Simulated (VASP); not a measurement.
# AlN (P6_3mc) in VASP: notebook

AlN is run at these levels: PBE, PBEsol; tasks: single point.

Program: VASP 6.6.1. These are calculated values, not measurements. Logs are shortened: lines on timing, memory, paths and dates and some standing lists are left out, and cuts for length are marked.

### Step 1. The cell of the first run

The structure is hexagonal, space group P6_3mc (No. 186). The conventional cell has a = 3.049 Å, b = 3.049 Å, c = 4.879 Å, α = 90.00°, β = 90.00°, γ = 120.00°. Al (site symmetry 3m) has 4 N at 1.85 to 1.86 Å within 2.5 Å. Within 2.5 Å of N (site symmetry 3m) lie 4 Al at 1.85 to 1.86 Å.

### Step 2. Single point, PBE (9.82 Å³/atom)

File INCAR:

```
SYSTEM = AlN
ALGO = Normal ; EDIFF = 1E-7
ENCUT = 520 ; GGA = PE
ISIF = 2 ; ISMEAR = -1
LASPH = .True. ; LCHARG = .False.
LREAL = .False. ; LWAVE = .False.
NBANDS = 16 ; NELM = 100
PREC = Accurate ; SIGMA = 0.05
```

File KPOINTS:

```
k-points
0
Gamma
  10 10 6
  0 0 0
```

File POSCAR:

```
AlN
1.0
    3.0494515564      0.0000000000      0.0000000000
   -1.5247257782      2.6409025155      0.0000000000
    0.0000000000      0.0000000000      4.8793184075
Al N
2 2
Direct
    0.6666666667      0.3333333333      0.5000000000
    0.3333333333      0.6666666667      0.0000000000
    0.6666666667      0.3333333333      0.8800000000
    0.3333333333      0.6666666667      0.3800000000
```

Potentials or basis: VASP PAW PBE potentials, release 64 (Al, N).

The run is started by

```console
cat potpaw_PBE.64/Al/POTCAR potpaw_PBE.64/N/POTCAR > POTCAR
mpirun -np 1 vasp_std > vasp.out
```

OUTCAR:

```text
SYSTEM = AlN
   EDIFF = 1E-7
   ENCUT = 520
   GGA = PE
   ISIF = 2
   ISMEAR = -1
   LASPH = .True.
   LREAL = .False.
   NELM = 100
   PREC = Accurate

 ion  position               nearest neighbor table
   1  0.667  0.333  0.500-   3 1.85   4 1.86   4 1.86   4 1.86   2 3.01   2 3.01   2 3.01   2 3.01
                             2 3.01   2 3.01
   2  0.333  0.667  0.000-   4 1.85   3 1.86   3 1.86   3 1.86   1 3.01   1 3.01   1 3.01   1 3.01
                             1 3.01   1 3.01
   3  0.667  0.333  0.880-   1 1.85   2 1.86   2 1.86   2 1.86
   4  0.333  0.667  0.380-   2 1.85   1 1.86   1 1.86   1 1.86

  LATTYP: Found a hexagonal cell.
 ALAT       =     3.0494515564
 C/A-ratio  =     1.6000642467

  Lattice vectors:

 A1 = (   3.0494515564,   0.0000000000,   0.0000000000)
 A2 = (  -1.5247257782,   2.6409025155,   0.0000000000)
 A3 = (   0.0000000000,   0.0000000000,   4.8793184075)

Analysis of symmetry for initial positions (statically):
=====================================================================
 Subroutine PRICEL returns:
 Original cell was already a primitive cell.

 Routine SETGRP: Setting up the symmetry group for a
 hexagonal supercell.

 Subroutine GETGRP returns: Found 12 space group operations
 (whereof  6 operations were pure point group operations)
 out of a pool of 24 trial point group operations.

The static configuration has the point symmetry C_3v.
 The point group associated with its full space group is C_6v.

Analysis of symmetry for dynamics (positions and initial velocities):
=====================================================================
 Subroutine PRICEL returns:
 Original cell was already a primitive cell.

 Routine SETGRP: Setting up the symmetry group for a
 hexagonal supercell.

 Subroutine GETGRP returns: Found 12 space group operations
 (whereof  6 operations were pure point group operations)
 out of a pool of 24 trial point group operations.

The dynamic configuration has the point symmetry C_3v.
 The point group associated with its full space group is C_6v.

 Subroutine INISYM returns: Found 12 space group operations
 (whereof  6 operations are pure point group operations),
 and found     1 'primitive' translations

----------------------------------------------------------------------------------------

                                     Primitive cell

  volume of cell :      39.2946

  direct lattice vectors                    reciprocal lattice vectors
     3.049451556  0.000000000  0.000000000     0.327927820  0.189329215  0.000000000
    -1.524725778  2.640902516  0.000000000     0.000000000  0.378658430  0.000000000
     0.000000000  0.000000000  4.879318407     0.000000000  0.000000000  0.204946658

  length of vectors
     3.049451556  3.049451556  4.879318407     0.378658430  0.378658430  0.204946658

  position of ions in fractional coordinates (direct lattice)
     0.666666667  0.333333333  0.500000000
     0.333333333  0.666666667  0.000000000
     0.666666667  0.333333333  0.880000000
     0.333333333  0.666666667  0.380000000

  ion indices of the primitive-cell ions
   primitive index   ion index
                 1           1
                 2           2
                 3           3
                 4           4

----------------------------------------------------------------------------------------

 KPOINTS: k-points

Automatic generation of k-mesh.
 Grid dimensions read from file:
 generate k-points for:   10   10    6

 Generating k-lattice:

  Cartesian coordinates                     Fractional coordinates (reciprocal lattice)
     0.032792782  0.018932921  0.000000000     0.100000000 -0.000000000  0.000000000
     0.000000000  0.037865843  0.000000000     0.000000000  0.100000000  0.000000000
     0.000000000  0.000000000  0.034157776     0.000000000  0.000000000  0.166666667

  Length of vectors
     0.037865843  0.037865843  0.034157776

  Shift w.r.t. Gamma in fractional coordinates (k-lattice)
     0.000000000  0.000000000  0.000000000

 Subroutine IBZKPT returns following result:
 ===========================================

 Found     56 irreducible k-points:

 Following reciprocal coordinates:
            Coordinates               Weight
  0.000000  0.000000  0.000000      1.000000
  0.100000 -0.000000  0.000000      6.000000
  0.200000 -0.000000  0.000000      6.000000
  0.300000 -0.000000  0.000000      6.000000
  0.400000 -0.000000  0.000000      6.000000
  0.500000 -0.000000  0.000000      3.000000
[... 16 lines left out ...]
  0.300000  0.100000  0.166667     24.000000
  0.400000  0.100000  0.166667     24.000000
 [... further k-points ...]
   k-points           NKPTS =     56   k-points in BZ     NKDIM =     56   number of bands    NBANDS=     16
   number of dos      NEDOS =    301   number of ions     NIONS =      4
   total plane-waves  NPLWV =  20736
   dimension x,y,z NGX =    24 NGY =   24 NGZ =   36
   dimension x,y,z NGXF=    48 NGYF=   48 NGZF=   72
   ions per type =               2   2
   NGX,Y,Z   is equivalent  to a cutoff of  13.08, 13.08, 12.27 a.u.
   NGXF,Y,Z  is equivalent  to a cutoff of  26.17, 26.17, 24.53 a.u.
 SYSTEM =  AlN
   PREC   = accura    normal or accurate (medium, high low for compatibility)
   ISTART =      0    job   : 0-new  1-cont  2-samecut
   ICHARG =      2    charge: 1-file 2-atom 10-const
   ISPIN  =      1    spin polarized calculation?
   LNONCOLLINEAR =      F non collinear calculations
   LSORBIT =      F    spin-orbit coupling
   LASPH  =      T    aspherical Exc in radial PAW
   ENCUT  =  520.0 eV  38.22 Ry    6.18 a.u.   5.67  5.67  9.07*2*pi/ulx,y,z
   NELM   =    100;   NELMIN=  2; NELMDL= -5     # of ELM steps
   EDIFF  = 0.1E-06   stopping-criterion for ELM
   LREAL  =      F    real-space projection
   EDIFFG = 0.1E-05   stopping-criterion for IOM
   NSW    =      0    number of steps for IOM
   IBRION =     -1    ionic relax: 0-MD 1-quasi-New 2-CG
   NFREE  =      0    steps in history (QN), initial steepest desc. (CG)
   ISIF   =      2    stress and relaxation
   ISYM   =      2    0-nonsym 1-usesym 2-fastsym
   POTIM  = 0.5000    time-step for ionic-motion
   TEBEG  =    0.0;   TEEND  =   0.0 temperature during run
   PSTRESS=    0.0 pullay stress
   NELECT =      16.0000    total number of electrons
   NUPDOWN=      -1.0000    fix difference up-down
   EMIN   =  10.00;   EMAX   =-10.00  energy-range for DOS
   EFERMI =   0.00;   METHOD = LEGACY
   ISMEAR =    -1;   SIGMA  =   0.05  broadening in eV -4-tet -1-fermi 0-gaus
   EFERMI_NEDOS =   21; number of points for ismear=-14 and -15
   IALGO  =     38    algorithm
   IMIX   =      4    mixing-type and parameters
     AMIX     =   0.40;   BMIX     =  1.00
     AMIX_MAG =   1.60;   BMIX_MAG =  1.00
  volume/ion in A,a.u.               =       9.82        66.29
  Fermi-wavevector in a.u.,A,eV,Ry     =   1.213399  2.292992 20.032372  1.472338
  Thomas-Fermi vector in A             =   2.348853
   LORBIT       =      0    0 simple, 1 ext, 2 COOP (PROOUT), +10 PAW based schemes
   GGA     = PE    functional components
   LHFCALC =     F    Hartree Fock is set to
   AEXX    =    0.0000 exact exchange contribution
   IVDW    =     0    specifies the selected vdW correction
   LEPSILON=     F    determine dielectric tensor
   LRPA    =     F    only Hartree local field effects (RPA)
 non-spin polarized calculation
  energy-cutoff  :      520.00
  volume of cell :       39.29
 maximum number of plane-waves:      1087
 NGX is ok and might be reduce to    24
   NGX = 11   NGY = 11   NGZ = 19

 number of electron      15.9999998 magnetization

 Free energy of the ion-electron system (eV)
  ---------------------------------------------------
  ext. energy  EPLUGINS =         0.00000000
  ---------------------------------------------------
  free energy    TOTEN  =       -29.60782562 eV

  energy without entropy =      -29.60782562  energy(sigma->0) =      -29.60782562

 E-fermi :   7.7637     XC(G=0): -11.1792

 val. band max:        6.7322177818   @ k =   0.0000   0.0000   0.0000
 cond. band min:      11.5109932226   @ k =   0.0000   0.0000   0.0000
 fundamental gap:      4.7787754407
 Fermi energy:         7.7636748652

 k-point     1 :       0.0000    0.0000    0.0000
  band No.  band energies     occupation
      1      -8.8081      2.00000
      2      -6.4626      2.00000
      3       0.4761      2.00000
      4       5.8726      2.00000
      5       5.8726      2.00000
      6       6.5376      2.00000
[... 8 lines left out ...]
     15      20.5031      0.00000
     16      20.5043      0.00000

 k-point     2 :       0.1000   -0.0000    0.0000
  band No.  band energies     occupation
      1      -8.6716      2.00000
      2      -6.3848      2.00000
      3       0.6349      2.00000
      4       5.2725      2.00000
      5       5.6994      2.00000
      6       5.9750      2.00000
[... 8 lines left out ...]
     15      20.4125      0.00000
     16      20.4907      0.00000

 k-point     3 :       0.2000   -0.0000    0.0000
  band No.  band energies     occupation
      1      -8.2789      2.00000
      2      -6.1819      2.00000
      3       1.0991      2.00000
      4       3.9129      2.00000
      5       4.8452      2.00000
      6       5.3267      2.00000
[... 8 lines left out ...]
     15      19.6359      0.00000
     16      19.8731      0.00000

 k-point     4 :       0.3000   -0.0000    0.0000
  band No.  band energies     occupation
      1      -7.6883      2.00000
      2      -5.9520      2.00000
      3       1.8253      2.00000
      4       2.4912      2.00000
      5       3.6844      2.00000
      6       4.9491      2.00000
[... 8 lines left out ...]
     15      19.5087      0.00000
     16      21.3056      0.00000
[... 324 lines left out ...]
 k-point    22 :       0.2000    0.1000    0.1667
  band No.  band energies     occupation
      1      -7.8128      2.00000
      2      -6.1903      2.00000
      3       1.6792      2.00000
      4       3.3438      2.00000
      5       3.8275      2.00000
      6       5.0498      2.00000
[... 8 lines left out ...]
     15      19.8104      0.00000
     16      21.0526      0.00000

 k-point    23 :       0.3000    0.1000    0.1667
  band No.  band energies     occupation
      1      -7.1951      2.00000
      2      -5.9646      2.00000
      3       1.6482      2.00000
      4       2.5551      2.00000
      5       3.3152      2.00000
      6       4.5525      2.00000
[... 8 lines left out ...]
     15      19.7985      0.00000
     16      21.8544      0.00000

 k-point    24 :       0.4000    0.1000    0.1667
  band No.  band energies     occupation
      1      -6.6507      2.00000
      2      -5.9238      2.00000
      3       1.1167      2.00000
      4       2.2024      2.00000
      5       3.5470      2.00000
      6       4.3823      2.00000
[... 8 lines left out ...]
     15      19.9318      0.00000
     16      22.4045      0.00000

 [... further k-points ...]

------------------------ aborting loop because EDIFF is reached ----------------------------------------

  FORCE on cell =-STRESS in cart. coord.  units (eV):
  Direction    XX          YY          ZZ          XY          YZ          ZX
  --------------------------------------------------------------------------------------
  -------------------------------------------------------------------------------------
  Total        4.3050798      4.3050798      4.6112703      0.0000000      0.0000000      0.0000000
  in kB      175.5328956    175.5328956    188.0173341      0.0000000      0.0000000      0.0000000
  external PRESSURE =     179.6943751 kB  Pullay stress =       0.0000000 kB

 VOLUME and BASIS-vectors are now :
 -----------------------------------------------------------------------------
  energy-cutoff  :      520.00
  volume of cell :       39.29
      direct lattice vectors                 reciprocal lattice vectors
     3.049451556  0.000000000  0.000000000     0.327927820  0.189329215  0.000000000
    -1.524725778  2.640902516  0.000000000     0.000000000  0.378658430  0.000000000
     0.000000000  0.000000000  4.879318407     0.000000000  0.000000000  0.204946658

 POSITION                                       TOTAL-FORCE (eV/Angst)
 -----------------------------------------------------------------------------------
      1.52473      0.88030      2.43966         0.000000      0.000000     -0.179368
     -0.00000      1.76060      0.00000        -0.000000     -0.000000     -0.179368
      1.52473      0.88030      4.29380        -0.000000      0.000000      0.179368
     -0.00000      1.76060      1.85414         0.000000     -0.000000      0.179368
 -----------------------------------------------------------------------------------
    total drift:                                0.000000      0.000000     -0.000076

  FREE ENERGIE OF THE ION-ELECTRON SYSTEM (eV)
  ---------------------------------------------------
  free  energy   TOTEN  =       -29.6078256240 eV

  energy  without entropy=      -29.6078256240  energy(sigma->0) =      -29.60782562
```

It took 24 s on 1 thread of AMD EPYC 7R13 (Zen 3), shared host; peak memory 0.13 GiB.

Results:

* Free energy: -29.6078 eV
* Pressure: 18.0 GPa
* Largest force: 0.179 eV/Å
* Band gap on the k mesh: 4.78 eV

Forces on the atoms (eV/Å):
```
Al   0.000  0.000 -0.179
Al   0.000  0.000 -0.179
N    0.000  0.000  0.179
N    0.000  0.000  0.179
```

Caveat: the cell stands under pressure.

### Step 3. Single point, PBEsol

This run uses another cell than the first one, of 10.21 Å³/atom.

File INCAR:

```
SYSTEM = AlN
ALGO = Normal ; EDIFF = 1E-6
ENCUT = 520 ; GGA = PS
ISIF = 2 ; ISMEAR = -1
LASPH = .True. ; LCHARG = .True.
LELF = .True. ; LREAL = .False.
LVHAR = .True. ; LWAVE = .False.
NBANDS = 16 ; NELM = 80
PREC = Accurate ; SIGMA = 0.05
```

KPOINTS is that of step 2.

File POSCAR:

```
AlN
1.0
    3.0909514149      0.0000000000      0.0000000000
   -1.5454757075      2.6768424472      0.0000000000
    0.0000000000      0.0000000000      4.9383120777
Al N
2 2
Direct
    0.6666666667      0.3333333333      0.4987537686
    0.3333333333      0.6666666667     -0.0012462314
    0.6666666667      0.3333333333      0.8812462314
    0.3333333333      0.6666666667      0.3812462314
```

Potentials or basis: VASP PAW PBE potentials, release 64 (Al, N).

The run is started by

```console
cat potpaw_PBE.64/Al/POTCAR potpaw_PBE.64/N/POTCAR > POTCAR
mpirun -np 1 vasp_std > vasp.out
```

Run time: 25 s. Hardware: 1 thread of AMD EPYC 7R13 (Zen 3), shared host; peak memory 0.14 GiB.

Results (log left out):

```yaml
Free_energy: -31.2968 eV
Pressure: 5.0 GPa
Band_gap_on_the_k_mesh: 4.31 eV
```

Levels at points of the mesh, in eV from the valence-band top:
| k point | band 5 | band 6 | band 7 | band 8 | band 9 | band 10 | band 11 | band 12 |
| --- | --- | --- | --- | --- | --- | --- | --- | --- |
| (0.00, 0.00, 0.00) | -0.91 | -0.25 | -0.25 | 0.00 | 4.31 | 6.72 | 10.68 | 11.16 |
| (0.50, 0.00, 0.00) | -3.45 | -2.17 | -1.85 | -0.72 | 5.72 | 5.72 | 8.26 | 10.31 |
| (0.00, 0.00, 0.50) | -0.59 | -0.59 | -0.59 | -0.59 | 6.55 | 6.55 | 10.38 | 10.38 |
| (0.50, 0.00, 0.50) | -1.53 | -1.53 | -1.41 | -1.41 | 5.24 | 5.24 | 9.25 | 9.25 |

Caveat: the cell stands under pressure; the PAW data sets were made with another functional, which shifts forces and pressure a little.

(Part 1 of 2 ends here.)
